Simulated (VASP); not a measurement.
# Hf (P6_3/mmc) in VASP: relaxation of cell and atoms with LDA

Aim: the relaxation of cell and atoms of Hf with LDA.

Everything below comes from runs of VASP 6.6.1. Logs are shortened: lines on timing, memory, paths and dates and some standing lists are left out, and cuts for length are marked.

### 1 The cell of the first run

It takes space group P6_3/mmc (No. 194, hexagonal). The conventional cell has a = 2.889 Å, b = 2.889 Å, c = 4.686 Å, α = 90.00°, β = 90.00°, γ = 120.00°. Hf (site symmetry -6m2) has 12 Hf at 2.88 to 2.89 Å within 3.8 Å.

### 2 Relaxation of cell and atoms, LDA, target pressure 50 GPa, at which the enthalpy is minimised

Contents of INCAR:

```
  PREC = Accurate
  ENCUT = 600
  EDIFF = 1E-6
  ISMEAR = 0
  SIGMA = 0.1
  LREAL = F
  LASPH = T
  NELM = 100
  ALGO = Fast
  ISIF = 3
  LWAVE = F
  LCHARG = F
  GGA = CA
  IBRION = 2
  NSW = 80
  EDIFFG = -0.002
  PSTRESS = 500.0
```

Contents of KPOINTS:

```
Automatic mesh
0
Gamma
  16 16 10
```

Contents of POSCAR:

```
Hf
1.0
    2.8892580072      0.0000000000      0.0000000000
   -1.4446290036      2.5021708323      0.0000000000
    0.0000000000      0.0000000000      4.6858685570
Hf
2
Direct
    0.3333333333      0.6666666667      0.2500000000
    0.6666666667      0.3333333333      0.7500000000
```

Potentials or basis: VASP PAW LDA potentials, release 64 (Hf_pv).

Started as:

```bash
$ cat potpaw_LDA.64/Hf_pv/POTCAR > POTCAR
$ mpirun -np 1 vasp_std > vasp.out
```

OUTCAR:

```text
PREC = Accurate
   ENCUT = 600
   EDIFF = 1E-6
   ISMEAR = 0
   LREAL = F
   LASPH = T
   NELM = 100
   ISIF = 3
   GGA = CA
   IBRION = 2
   NSW = 80
   EDIFFG = -0.002
   PSTRESS = 500.0

 ion  position               nearest neighbor table
   1  0.333  0.667  0.250-   2 2.88   2 2.88   2 2.88   2 2.88   2 2.88   2 2.88
   2  0.667  0.333  0.750-   1 2.88   1 2.88   1 2.88   1 2.88   1 2.88   1 2.88

  LATTYP: Found a hexagonal cell.
 ALAT       =     2.8892580072
 C/A-ratio  =     1.6218242003

  Lattice vectors:

 A1 = (   2.8892580072,   0.0000000000,   0.0000000000)
 A2 = (  -1.4446290036,   2.5021708323,   0.0000000000)
 A3 = (   0.0000000000,   0.0000000000,   4.6858685570)

Analysis of symmetry for initial positions (statically):
=====================================================================
 Subroutine PRICEL returns:
 Original cell was already a primitive cell.

 Routine SETGRP: Setting up the symmetry group for a
 hexagonal supercell.

 Subroutine GETGRP returns: Found 24 space group operations
 (whereof 12 operations were pure point group operations)
 out of a pool of 24 trial point group operations.

The static configuration has the point symmetry D_3d.
 The point group associated with its full space group is D_6h.

Analysis of symmetry for dynamics (positions and initial velocities):
=====================================================================
 Subroutine PRICEL returns:
 Original cell was already a primitive cell.

 Routine SETGRP: Setting up the symmetry group for a
 hexagonal supercell.

 Subroutine GETGRP returns: Found 24 space group operations
 (whereof 12 operations were pure point group operations)
 out of a pool of 24 trial point group operations.

The dynamic configuration has the point symmetry D_3d.
 The point group associated with its full space group is D_6h.

 Subroutine INISYM returns: Found 24 space group operations
 (whereof 12 operations are pure point group operations),
 and found     1 'primitive' translations

----------------------------------------------------------------------------------------

                                     Primitive cell

  volume of cell :      33.8761

  direct lattice vectors                    reciprocal lattice vectors
     2.889258007  0.000000000  0.000000000     0.346109623  0.199826484  0.000000000
    -1.444629004  2.502170832  0.000000000     0.000000000  0.399652968  0.000000000
     0.000000000  0.000000000  4.685868557     0.000000000  0.000000000  0.213407608

  length of vectors
     2.889258007  2.889258007  4.685868557     0.399652968  0.399652968  0.213407608

  position of ions in fractional coordinates (direct lattice)
     0.333333333  0.666666667  0.250000000
     0.666666667  0.333333333  0.750000000

  ion indices of the primitive-cell ions
   primitive index   ion index
                 1           1
                 2           2

----------------------------------------------------------------------------------------

 KPOINTS: Automatic mesh

Automatic generation of k-mesh.
 Grid dimensions read from file:
 generate k-points for:   16   16   10

 Generating k-lattice:

  Cartesian coordinates                     Fractional coordinates (reciprocal lattice)
     0.021631851  0.012489155  0.000000000     0.062500000 -0.000000000  0.000000000
     0.000000000  0.024978311  0.000000000     0.000000000  0.062500000  0.000000000
     0.000000000  0.000000000  0.021340761     0.000000000  0.000000000  0.100000000

  Length of vectors
     0.024978311  0.024978311  0.021340761

  Shift w.r.t. Gamma in fractional coordinates (k-lattice)
     0.000000000  0.000000000  0.000000000

 Subroutine IBZKPT returns following result:
 ===========================================

 Found    180 irreducible k-points:

 Following reciprocal coordinates:
            Coordinates               Weight
  0.000000  0.000000  0.000000      1.000000
  0.062500 -0.000000  0.000000      6.000000
  0.125000 -0.000000  0.000000      6.000000
  0.187500  0.000000  0.000000      6.000000
  0.250000 -0.000000  0.000000      6.000000
  0.312500 -0.000000  0.000000      6.000000
[... 16 lines left out ...]
  0.187500  0.187500  0.000000      6.000000
  0.250000  0.187500  0.000000     12.000000
 [... further k-points ...]
   k-points           NKPTS =    180   k-points in BZ     NKDIM =    180   number of bands    NBANDS=     14
   number of dos      NEDOS =    301   number of ions     NIONS =      2
   total plane-waves  NPLWV =  23040
   dimension x,y,z NGX =    24 NGY =   24 NGZ =   40
   dimension x,y,z NGXF=    48 NGYF=   48 NGZF=   80
   ions per type =               2
   NGX,Y,Z   is equivalent  to a cutoff of  13.81, 13.81, 14.19 a.u.
   NGXF,Y,Z  is equivalent  to a cutoff of  27.62, 27.62, 28.38 a.u.
 SYSTEM =  unknown system
   PREC   = accura    normal or accurate (medium, high low for compatibility)
   ISTART =      0    job   : 0-new  1-cont  2-samecut
   ICHARG =      2    charge: 1-file 2-atom 10-const
   ISPIN  =      1    spin polarized calculation?
   LNONCOLLINEAR =      F non collinear calculations
   LSORBIT =      F    spin-orbit coupling
   LASPH  =      T    aspherical Exc in radial PAW
   ENCUT  =  600.0 eV  44.10 Ry    6.64 a.u.   5.77  5.77  9.36*2*pi/ulx,y,z
   NELM   =    100;   NELMIN=  2; NELMDL= -5     # of ELM steps
   EDIFF  = 0.1E-05   stopping-criterion for ELM
   LREAL  =      F    real-space projection
   EDIFFG = -.2E-02   stopping-criterion for IOM
   NSW    =     80    number of steps for IOM
   IBRION =      2    ionic relax: 0-MD 1-quasi-New 2-CG
   NFREE  =      1    steps in history (QN), initial steepest desc. (CG)
   ISIF   =      3    stress and relaxation
   ISYM   =      2    0-nonsym 1-usesym 2-fastsym
   POTIM  = 0.5000    time-step for ionic-motion
   TEBEG  =    0.0;   TEEND  =   0.0 temperature during run
   PSTRESS=  500.0 pullay stress
   NELECT =      20.0000    total number of electrons
   NUPDOWN=      -1.0000    fix difference up-down
   EMIN   =  10.00;   EMAX   =-10.00  energy-range for DOS
   EFERMI =   0.00;   METHOD = LEGACY
   ISMEAR =     0;   SIGMA  =   0.10  broadening in eV -4-tet -1-fermi 0-gaus
   EFERMI_NEDOS =   21; number of points for ismear=-14 and -15
   IALGO  =     68    algorithm
   IMIX   =      4    mixing-type and parameters
     AMIX     =   0.40;   BMIX     =  1.00
     AMIX_MAG =   1.60;   BMIX_MAG =  1.00
  volume/ion in A,a.u.               =      16.94       114.30
  Fermi-wavevector in a.u.,A,eV,Ry     =   1.373368  2.595290 25.662501  1.886141
  Thomas-Fermi vector in A             =   2.498892
   LORBIT       =      0    0 simple, 1 ext, 2 COOP (PROOUT), +10 PAW based schemes
   GGA     = CA    functional components
   LHFCALC =     F    Hartree Fock is set to
   AEXX    =    0.0000 exact exchange contribution
   IVDW    =     0    specifies the selected vdW correction
   LEPSILON=     F    determine dielectric tensor
   LRPA    =     F    only Hartree local field effects (RPA)
 conjugate gradient relaxation of ions
 non-spin polarized calculation
 RMM-DIIS sequential band-by-band and
 Gauss-broadening in eV      SIGMA  =   0.10
  energy-cutoff  :      600.00
  volume of cell :       33.88
 maximum number of plane-waves:      1144
 NGX is ok and might be reduce to    24
   NGX = 11   NGY = 11   NGZ = 19

--------------------------------------- Ionic step        1  -------------------------------------------

 number of electron      20.0000001 magnetization

 Free energy of the ion-electron system (eV)
  ---------------------------------------------------
  ext. energy  EPLUGINS =         0.00000000
  ---------------------------------------------------
  free energy    TOTEN  =       -20.65409541 eV

  energy without entropy =      -20.64633990  energy(sigma->0) =      -20.65021766

------------------------ aborting loop because EDIFF is reached ----------------------------------------

  FORCE on cell =-STRESS in cart. coord.  units (eV):
  Direction    XX          YY          ZZ          XY          YZ          ZX
  --------------------------------------------------------------------------------------
  -------------------------------------------------------------------------------------
  Total        7.4329018      7.4329018      7.4524615      0.0000000      0.0000000      0.0000000
  in kB      351.5406823    351.5406823    352.4657657      0.0000000      0.0000000      0.0000000
  external PRESSURE =    -148.1509566 kB  Pullay stress =     500.0000000 kB
[... 93 lines left out ...]
  FREE ENERGIE OF THE ION-ELECTRON SYSTEM (eV)
  ---------------------------------------------------
  free  energy   TOTEN  =       -20.1778208781 eV

  energy  without entropy=      -20.1697825654  energy(sigma->0) =      -20.17380172

  enthalpy is  TOTEN    =       -10.1754294433 eV   P V=       10.0023914348

[... ionic steps 4 to 7 ...]

--------------------------------------- Ionic step        8  -------------------------------------------

 number of electron      20.0000001 magnetization

------------------------ aborting loop because EDIFF is reached ----------------------------------------

  FORCE on cell =-STRESS in cart. coord.  units (eV):
  Direction    XX          YY          ZZ          XY          YZ          ZX
  --------------------------------------------------------------------------------------
  -------------------------------------------------------------------------------------
  Total        9.9772125      9.9772125      9.9826362     -0.0000000     -0.0000000      0.0000000
  in kB      501.6955469    501.6955468    501.9682727     -0.0000000     -0.0000000      0.0000000
  external PRESSURE =       1.7864555 kB  Pullay stress =     500.0000000 kB
[... 61 lines left out ...]
  enthalpy is  TOTEN    =       -10.1777210099 eV   P V=        9.9668952669

--------------------------------------- Ionic step       10  -------------------------------------------

 number of electron      20.0000001 magnetization

 Free energy of the ion-electron system (eV)
  ---------------------------------------------------
  ext. energy  EPLUGINS =         0.00000000
  ---------------------------------------------------
  free energy    TOTEN  =       -20.12756842 eV

  energy without entropy =      -20.11935525  energy(sigma->0) =      -20.12346183

 E-fermi :   7.4789     XC(G=0): -13.1069

 val. band max:        7.4756012725   @ k =   0.2500   0.2500   0.0000
 cond. band min:       7.4898735535   @ k =   0.1875   0.1250   0.3000
 fundamental gap:      0.0142722810
 Fermi energy:         7.4788700352

 k-point     1 :       0.0000    0.0000    0.0000
  band No.  band energies     occupation
      1     -23.7218      2.00000
      2     -21.5984      2.00000
      3     -21.5984      2.00000
      4     -21.3614      2.00000
      5     -21.3083      2.00000
      6     -21.3083      2.00000
      7      -0.7721      2.00000
      8       2.5575      2.00000
      9       8.4524      0.00000
     10       8.6464      0.00000
     11       8.6464      0.00000
     12       9.7635      0.00000
     13       9.7635      0.00000
     14       9.7864      0.00000
[... 375 lines left out ...]
 k-point    24 :       0.2500    0.1875    0.0000
  band No.  band energies     occupation
      1     -23.0404      2.00000
      2     -22.8722      2.00000
      3     -22.8664      2.00000
      4     -22.2098      2.00000
      5     -21.8665      2.00000
      6     -21.7715      2.00000
      7       3.9723      2.00000
      8       4.5803      2.00000
      9       5.0787      2.00000
     10       6.0688      2.00000
     11       7.6313      0.03114
     12       8.7037      0.00000
     13       9.2641      0.00000
     14      12.0360      0.00000

 [... further k-points ...]

------------------------ aborting loop because EDIFF is reached ----------------------------------------

  FORCE on cell =-STRESS in cart. coord.  units (eV):
  Direction    XX          YY          ZZ          XY          YZ          ZX
  --------------------------------------------------------------------------------------
  -------------------------------------------------------------------------------------
  Total        9.9486367      9.9486367      9.9461903      0.0000000     -0.0000000      0.0000000
  in kB      499.9430076    499.9430076    499.8200686      0.0000000     -0.0000000      0.0000000
  external PRESSURE =      -0.0979721 kB  Pullay stress =     500.0000000 kB
[... 17 lines left out ...]
  FREE ENERGIE OF THE ION-ELECTRON SYSTEM (eV)
  ---------------------------------------------------
  free  energy   TOTEN  =       -20.1275684161 eV

  energy  without entropy=      -20.1193552468  energy(sigma->0) =      -20.12346183

  enthalpy is  TOTEN    =       -10.1777975707 eV   P V=        9.9497708454

 reached required accuracy - stopping structural energy minimisation
```

Run time: 5.2 min. Hardware: 1 thread of Intel Xeon Platinum 8488C (Sapphire Rapids), shared host; peak memory 0.23 GiB.

Results:

```
Free energy                                                : -20.1276 eV
Relaxed volume                                             : 15.94 Å³/atom
Relaxed cell                                               : a = 2.819 Å, b = 2.819 Å, c = 4.632 Å, α = 90.00°, β = 90.00°, γ = 120.00°
Space group after relaxing (to 0.1 Å)                      : P6_3/mmc (No. 194)
Energy change on relaxing (the run minimises the enthalpy) : +263.3 meV/atom
Ionic steps                                                : 10
Pressure after relaxing                                    : 50.0 GPa
Band gap on the k mesh                                     : zero (bands 10 and 11 overlap by 1.70 eV)
```

Step by step:
```tsv
step	energy change (eV)	largest force (eV/Å)	pressure (GPa)	volume (Å³)
1	0.0000	0.0000	35.18	33.88
2	3.0117	0.0000	112.04	26.76
3	0.4763	0.0000	48.97	32.05
4	0.5100	0.0000	49.86	31.94
5	0.5218	0.0000	50.14	31.90
6	0.5295	0.0000	50.18	31.87
7	0.5348	0.0000	50.18	31.86
8	0.5328	0.0000	50.18	31.86
9	0.5095	0.0000	49.57	31.94
10	0.5265	0.0000	49.99	31.88
```

Final structure:
```xyz
2
Lattice="2.8191 0.0000 0.0000 -1.4096 2.4414 0.0000 0.0000 0.0000 4.6323" Properties=species:S:1:pos:R:3 pbc="T T T"
Hf    0.0000    1.6276    1.1581
Hf    1.4096    0.8138    3.4742
```

Levels at points of the mesh, in eV from the Fermi level:
```csv
k point,band 8,band 9,band 10,band 11,band 12,band 13
"(0.00, 0.00, 0.00)",-4.92,0.97,1.17,1.17,2.28,2.28
"(0.50, 0.00, 0.00)",-3.95,-3.61,0.57,0.84,1.10,2.18
"(0.00, 0.00, 0.50)",-5.74,-0.12,-0.12,1.11,1.11,1.11
"(0.50, 0.00, 0.50)",-4.71,-2.06,-2.06,3.13,3.13,3.58
```

Caveat: the cell is relaxed towards a set pressure, so the run minimises the enthalpy, not the energy; spin-orbit coupling is left out, which moves the levels of the heavy elements. Zero-point motion and thermal expansion aren't in these numbers.
